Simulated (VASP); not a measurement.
Set up this calculation in VASP 6.6.1, as the native input.

| Quantity | Value |
| --- | --- |
| Task | electric field gradients |
| Functional | LDA |
| Potentials or basis | VASP PAW LDA potentials, release 64 (Pb_d, O) |
| Cutoff | 520 eV |
| k mesh | 7 × 7 × 6 |
| Occupations | fermi-dirac, width 0.03 eV |
| Spin | no spin polarisation |
| Dipole correction | no |
| Further INCAR settings | ALGO = Normal; EDIFF = 1e-08; NBANDS = 28 |

The structure of PbO lies in POSCAR:

```
PbO
1.0
    3.9346560000      0.0000000000      0.0000000000
    0.0000000000      3.9346560000      0.0000000000
    0.0000000000      0.0000000000      5.0220000000
Pb O
2 2
Direct
    0.0000000000      0.5000000000      0.2351000000
    0.5000000000      0.0000000000      0.7649000000
    0.0000000000      0.0000000000      0.0000000000
    0.5000000000      0.5000000000      0.0000000000
```

This cell differs from its parent crystal: equal xx and yy strain of -1 %.

These files were run (other wordings do the same):

INCAR

```
SYSTEM = PbO
ALGO = Normal ; EDIFF = 1E-8
ENCUT = 520 ; ISIF = 2
ISMEAR = -1 ; LASPH = .True.
LCHARG = .False. ; LEFG = .True.
LREAL = .False. ; LWAVE = .False.
NBANDS = 28 ; NELM = 80
PREC = Accurate ; SIGMA = 0.03
```

KPOINTS

```
k-points
0
Gamma
  7 7 6
  0 0 0
```

Potentials or basis: VASP PAW LDA potentials, release 64 (Pb_d, O).

Command:

```bash
$ cat potpaw_LDA.64/Pb_d/POTCAR potpaw_LDA.64/O/POTCAR > POTCAR
$ mpirun -np 1 vasp_std > vasp.out
```

Results of the run:

* Pressure: 0.2 GPa
* Largest force: 0.147 eV/Å
* Band gap on the k mesh: 1.39 eV (least direct gap 2.27 eV)
* Largest electric field gradient by atom: Pb -239.4; O -0.7 V/Å²

Caveat: the cell differs from its parent crystal (equal xx and yy strain of -1 %); without QUAD_EFG the Cq values of the log hold for a quadrupole moment of 1 mb, not for the nuclei; spin-orbit coupling is left out, which moves the levels of the heavy elements.

Wall time 3 min on 1 thread of AMD EPYC 7R13, on a shared host, peak memory 0.17 GiB.
